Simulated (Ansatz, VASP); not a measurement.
# Two plane-wave programs on Ge2S

```
Ge S
1.0
    -1.70934    1.70934    4.81566
     1.70934   -1.70934    4.81566
     1.70934    1.70934   -4.81566
Ge S
2 1
Direct
  0.64896 0.64896 0.00000
  0.35104 0.35104 0.00000
  0.00000 0.00000 0.00000
```

Alike in both runs: functional PBE; k mesh 18 × 18 × 18; occupations gaussian, width 0.1 eV; no spin polarisation.

Ansatz relaxed the structure, and its values are those at the end. VASP's run is a single point on that final structure, the one shown.

|  | VASP | Ansatz |
| --- | --- | --- |
| version | VASP 6.6.1 | Ansatz 0.2.0 |
| potentials or method | VASP PAW PBE potentials, release 64 (Ge_d, S), cutoff 520 eV | scalar-relativistic, plane waves, PAW |
| valence electrons in the cell | 34 | 34 |

```csv
,VASP,Ansatz,Ansatz less VASP
gap on the k mesh at the Fermi level (eV),none,none,-
pressure (GPa),0.0,0.0,+0.02
```

A gap of «none» marks a metal or a gap that the smearing closes.
